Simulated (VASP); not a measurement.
# PbSe (F-43m) in VASP: a series of runs, part 2 of 2

VASP 6.6.1. The steps go on from the part before.

### 3 Single point, PBE-based screened hybrid

POSCAR

```
PbSe
1.0
    0.0000000000      3.4232041400      3.4232041400
    3.4232041400      0.0000000000      3.4232041400
    3.4232041400      3.4232041400      0.0000000000
Pb Se
1 1
Direct
    0.0000000000      0.0000000000      0.0000000000
    0.2500000000      0.2500000000      0.2500000000
```

INCAR.step1

```
SYSTEM = PbSe
ALGO     = Normal         ! electronic algorithm
EDIFF    = 1E-5           ! SCF threshold, eV
ENCUT    = 520            ! plane-wave cutoff, eV
GGA      = PE             ! functional
ISIF     = 2              ! what is computed and relaxed
ISMEAR   = 0              ! smearing method
LASPH    = .True.         ! aspherical terms in the spheres
LCHARG   = .False.        ! write CHGCAR
LREAL    = .False.        ! projectors in reciprocal space
LWAVE    = .True.         ! write WAVECAR
NBANDS   = 17             ! bands
NELM     = 60             ! most SCF steps
PREC     = Accurate       ! precision mode
SIGMA    = 0.01           ! smearing width, eV
```

INCAR.step2

```
SYSTEM = PbSe
AEXX     = 0.3            ! exact-exchange fraction
ALGO     = Normal         ! electronic algorithm
EDIFF    = 1E-7           ! SCF threshold, eV
ENCUT    = 520            ! plane-wave cutoff, eV
GGA      = PE             ! functional
HFSCREEN = 0.1            ! screening, 1/A
ISIF     = 2              ! what is computed and relaxed
ISMEAR   = 0              ! smearing method
ISTART   = 1            
LASPH    = .True.         ! aspherical terms in the spheres
LCHARG   = .False.        ! write CHGCAR
LHFCALC  = .True.         ! exact exchange
LREAL    = .False.        ! projectors in reciprocal space
LWAVE    = .False.        ! write WAVECAR
NBANDS   = 17             ! bands
NELM     = 60             ! most SCF steps
PREC     = Accurate       ! precision mode
PRECFOCK = Normal       
SIGMA    = 0.01           ! smearing width, eV
```

KPOINTS

```
k-points
0
Gamma
  4 4 4
  0 0 0
```

Potentials or basis: VASP PAW PBE potentials, release 64 (Pb_d, Se).

Launch:

```sh
cat potpaw_PBE.64/Pb_d/POTCAR potpaw_PBE.64/Se/POTCAR > POTCAR
cp INCAR.step1 INCAR
mpirun -np 1 vasp_std > vasp.out
cp INCAR.step2 INCAR
mpirun -np 1 vasp_std > vasp.out
```

OUTCAR:

```text
SYSTEM = PbSe
   AEXX = 0.3
   EDIFF = 1E-7
   ENCUT = 520
   GGA = PE
   HFSCREEN = 0.1
   ISIF = 2
   ISMEAR = 0
   ISTART = 1
   LASPH = .True.
   LHFCALC = .True.
   LREAL = .False.
   NELM = 60
   PREC = Accurate
   PRECFOCK = Normal

 ion  position               nearest neighbor table
   1  0.000  0.000  0.000-   2 2.96   2 2.96   2 2.96   2 2.96
   2  0.250  0.250  0.250-   1 2.96   1 2.96   1 2.96   1 2.96

  LATTYP: Found a face centered cubic cell.
 ALAT       =     6.8464082800

  Lattice vectors:

 A1 = (   0.0000000000,   3.4232041400,   3.4232041400)
 A2 = (   3.4232041400,   0.0000000000,   3.4232041400)
 A3 = (   3.4232041400,   3.4232041400,   0.0000000000)

Analysis of symmetry for initial positions (statically):
=====================================================================
 Subroutine PRICEL returns:
 Original cell was already a primitive cell.

 Routine SETGRP: Setting up the symmetry group for a
 face centered cubic supercell.

 Subroutine GETGRP returns: Found 24 space group operations
 (whereof 24 operations were pure point group operations)
 out of a pool of 48 trial point group operations.

The static configuration has the point symmetry T_d .

Analysis of symmetry for dynamics (positions and initial velocities):
=====================================================================
 Subroutine PRICEL returns:
 Original cell was already a primitive cell.

 Routine SETGRP: Setting up the symmetry group for a
 face centered cubic supercell.

 Subroutine GETGRP returns: Found 24 space group operations
 (whereof 24 operations were pure point group operations)
 out of a pool of 48 trial point group operations.

The dynamic configuration has the point symmetry T_d .

 Subroutine INISYM returns: Found 24 space group operations
 (whereof 24 operations are pure point group operations),
 and found     1 'primitive' translations

----------------------------------------------------------------------------------------

                                     Primitive cell

  volume of cell :      80.2284

  direct lattice vectors                    reciprocal lattice vectors
     0.000000000  3.423204140  3.423204140    -0.146061987  0.146061987  0.146061987
     3.423204140  0.000000000  3.423204140     0.146061987 -0.146061987  0.146061987
     3.423204140  3.423204140  0.000000000     0.146061987  0.146061987 -0.146061987

  length of vectors
     4.841141722  4.841141722  4.841141722     0.252986783  0.252986783  0.252986783

  position of ions in fractional coordinates (direct lattice)
     0.000000000  0.000000000  0.000000000
     0.250000000  0.250000000  0.250000000

  ion indices of the primitive-cell ions
   primitive index   ion index
                 1           1
                 2           2

----------------------------------------------------------------------------------------

 KPOINTS: k-points

Automatic generation of k-mesh.
 Grid dimensions read from file:
 generate k-points for:    4    4    4

 Generating k-lattice:

  Cartesian coordinates                     Fractional coordinates (reciprocal lattice)
    -0.036515497  0.036515497  0.036515497     0.250000000  0.000000000  0.000000000
     0.036515497 -0.036515497  0.036515497     0.000000000  0.250000000  0.000000000
     0.036515497  0.036515497 -0.036515497     0.000000000  0.000000000  0.250000000

  Length of vectors
     0.063246696  0.063246696  0.063246696

  Shift w.r.t. Gamma in fractional coordinates (k-lattice)
     0.000000000  0.000000000  0.000000000

 Subroutine IBZKPT returns following result:
 ===========================================

 Found      8 irreducible k-points:

 Following reciprocal coordinates:
            Coordinates               Weight
  0.000000  0.000000  0.000000      1.000000
  0.250000  0.000000  0.000000      8.000000
  0.500000  0.000000  0.000000      4.000000
  0.250000  0.250000  0.000000      6.000000
  0.500000  0.250000  0.000000     24.000000
 -0.250000  0.250000  0.000000     12.000000
  0.500000  0.500000  0.000000      3.000000
 -0.250000  0.500000  0.250000      6.000000
   k-points           NKPTS =      8   k-points in BZ     NKDIM =     64   number of bands    NBANDS=     17
   number of dos      NEDOS =    301   number of ions     NIONS =      2
   total plane-waves  NPLWV =  46656
   dimension x,y,z NGX =    36 NGY =   36 NGZ =   36
   dimension x,y,z NGXF=    72 NGYF=   72 NGZF=   72
   ions per type =               1   1
   NGX,Y,Z   is equivalent  to a cutoff of  12.36, 12.36, 12.36 a.u.
   NGXF,Y,Z  is equivalent  to a cutoff of  24.72, 24.72, 24.72 a.u.
 SYSTEM =  PbSe
   PREC   = accura    normal or accurate (medium, high low for compatibility)
   ISTART =      1    job   : 0-new  1-cont  2-samecut
   ICHARG =      0    charge: 1-file 2-atom 10-const
   ISPIN  =      1    spin polarized calculation?
   LNONCOLLINEAR =      F non collinear calculations
   LSORBIT =      F    spin-orbit coupling
   LASPH  =      T    aspherical Exc in radial PAW
   ENCUT  =  520.0 eV  38.22 Ry    6.18 a.u.   9.00  9.00  9.00*2*pi/ulx,y,z
   NELM   =     60;   NELMIN=  2; NELMDL=  0     # of ELM steps
   EDIFF  = 0.1E-06   stopping-criterion for ELM
   LREAL  =      F    real-space projection
   EDIFFG = 0.1E-05   stopping-criterion for IOM
   NSW    =      0    number of steps for IOM
   IBRION =     -1    ionic relax: 0-MD 1-quasi-New 2-CG
   NFREE  =      0    steps in history (QN), initial steepest desc. (CG)
   ISIF   =      2    stress and relaxation
   ISYM   =      3    0-nonsym 1-usesym 2-fastsym
   POTIM  = 0.5000    time-step for ionic-motion
   TEBEG  =    0.0;   TEEND  =   0.0 temperature during run
   PSTRESS=    0.0 pullay stress
   NELECT =      20.0000    total number of electrons
   NUPDOWN=      -1.0000    fix difference up-down
   EMIN   =  10.00;   EMAX   =-10.00  energy-range for DOS
   EFERMI =   0.00;   METHOD = LEGACY
   ISMEAR =     0;   SIGMA  =   0.01  broadening in eV -4-tet -1-fermi 0-gaus
   EFERMI_NEDOS =   21; number of points for ismear=-14 and -15
   IALGO  =     38    algorithm
   IMIX   =      1    mixing-type and parameters
     AMIX     =   0.40;   BMIX     =  1.00
     AMIX_MAG =   1.60;   BMIX_MAG =  1.00
  volume/ion in A,a.u.               =      40.11       270.70
  Fermi-wavevector in a.u.,A,eV,Ry     =   1.030328  1.947037 14.443606  1.061575
  Thomas-Fermi vector in A             =   2.164420
   LORBIT       =      0    0 simple, 1 ext, 2 COOP (PROOUT), +10 PAW based schemes
   GGA     = PE    functional components
   LHFCALC =     T    Hartree Fock is set to
   PRECFOCK=normal    Normal, Fast or Accurate (Low or Medium for compatibility)
   ENCUT4O =  -1.0   cutoff for four orbital integrals eV
   NKREDX  =     1    reduce k-point grid by
   NKREDY  =     1    reduce k-point grid by
   NKREDZ  =     1    reduce k-point grid by
   AEXX    =    0.3000 exact exchange contribution
   HFSCREEN=    0.1000 screening length (either q_TF or 0.3 A-1)
   HFSCREENC=   0.1000 screening length for correlation (either q_TF or 0.3 A-1)
   ENCUTFOCK=  -1.0 apply spherical cutoff to Coloumb kernel
   IVDW    =     0    specifies the selected vdW correction
   LEPSILON=     F    determine dielectric tensor
   LRPA    =     F    only Hartree local field effects (RPA)
 non-spin polarized calculation
 Gauss-broadening in eV      SIGMA  =   0.01
  energy-cutoff  :      520.00
  volume of cell :       80.23
 maximum number of plane-waves:      2200
  NGX = 28; NGY = 28; NGZ = 28

 number of electron      20.0000005 magnetization

 Free energy of the ion-electron system (eV)
  ---------------------------------------------------
  ext. energy  EPLUGINS =         0.00000000
  ---------------------------------------------------
  free energy    TOTEN  =       -10.20435131 eV

  energy without entropy =      -10.20435131  energy(sigma->0) =      -10.20435131

 E-fermi :   1.9192     XC(G=0):  -6.0246

 val. band max:        1.8001927875   @ k =  -0.2500   0.5000   0.2500
 cond. band min:       3.3105670299   @ k =   0.5000   0.5000   0.0000
 fundamental gap:      1.5103742424
 Fermi energy:         1.9192288486

 k-point     1 :       0.0000    0.0000    0.0000
  band No.  band energies     occupation
      1     -17.2264      2.00000
      2     -17.2264      2.00000
      3     -17.2264      2.00000
      4     -17.1870      2.00000
      5     -17.1870      2.00000
      6     -12.6658      2.00000
[... 137 lines left out ...]
      4     -17.1905      2.00000
      5     -17.1847      2.00000
      6     -11.7292      2.00000
[... 9 lines left out ...]
     16      12.3619      0.00000
     17      12.5185      0.00000

------------------------ aborting loop because EDIFF is reached ----------------------------------------

  FORCE on cell =-STRESS in cart. coord.  units (eV):
  Direction    XX          YY          ZZ          XY          YZ          ZX
  --------------------------------------------------------------------------------------
  -------------------------------------------------------------------------------------
  Total       -0.0877710     -0.0877710     -0.0877710      0.0000000      0.0000000      0.0000000
  in kB       -1.7528031     -1.7528031     -1.7528031      0.0000000      0.0000000      0.0000000
  external PRESSURE =      -1.7528031 kB  Pullay stress =       0.0000000 kB

 VOLUME and BASIS-vectors are now :
 -----------------------------------------------------------------------------
  energy-cutoff  :      520.00
  volume of cell :       80.23
      direct lattice vectors                 reciprocal lattice vectors
     0.000000000  3.423204140  3.423204140    -0.146061987  0.146061987  0.146061987
     3.423204140  0.000000000  3.423204140     0.146061987 -0.146061987  0.146061987
     3.423204140  3.423204140  0.000000000     0.146061987  0.146061987 -0.146061987

 POSITION                                       TOTAL-FORCE (eV/Angst)
 -----------------------------------------------------------------------------------
      0.00000      0.00000      0.00000        -0.000000     -0.000000     -0.000000
      1.71160      1.71160      1.71160         0.000000      0.000000      0.000000
 -----------------------------------------------------------------------------------
    total drift:                               -0.000001      0.000001      0.000000

  FREE ENERGIE OF THE ION-ELECTRON SYSTEM (eV)
  ---------------------------------------------------
  free  energy   TOTEN  =       -10.2043513124 eV

  energy  without entropy=      -10.2043513124  energy(sigma->0) =      -10.20435131
```

Wall time 11 min (1 thread of Intel Xeon 6975P-C (Granite Rapids), shared host); peak memory 0.32 GiB.

Results:

```
Free energy            : -10.2044 eV
Pressure               : -0.2 GPa
Band gap on the k mesh : 1.51 eV, indirect (least direct gap 2.12 eV)
```

Caveat: the PAW data sets were made with another functional, which shifts forces and pressure a little; spin-orbit coupling is left out, which moves the levels of the heavy elements.
